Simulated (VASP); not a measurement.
Input of a VASP 6.6.1 run:

Contents of INCAR:

```
PREC = Accurate ; ENCUT = 520
EDIFF = 1E-6 ; ISMEAR = -1
SIGMA = 0.08 ; LREAL = False
LASPH = True ; NELM = 100
ALGO = Normal ; ISIF = 2
LWAVE = False ; LCHARG = False
GGA = PS ; NBANDS = 12
```

Contents of KPOINTS:

```
regular mesh
0
Gamma
  19 19 19
```

File POSCAR:

```
Cu
1.0
    0.0000000000      1.8253972036      1.8253972036
    1.8253972036      0.0000000000      1.8253972036
    1.8253972036      1.8253972036      0.0000000000
Cu
1
Direct
    0.0000000000      0.0000000000      0.0000000000
```

Potentials or basis: VASP PAW PBE potentials, release 64 (Cu).

Run with:

```console
$ cat potpaw_PBE.64/Cu/POTCAR > POTCAR
$ mpirun -np 1 vasp_std > vasp.out
```

Problem. Estimate the pressure.

Solution. -9.5 GPa.

Caveat: the PAW data sets were made with another functional, which shifts forces and pressure a little.
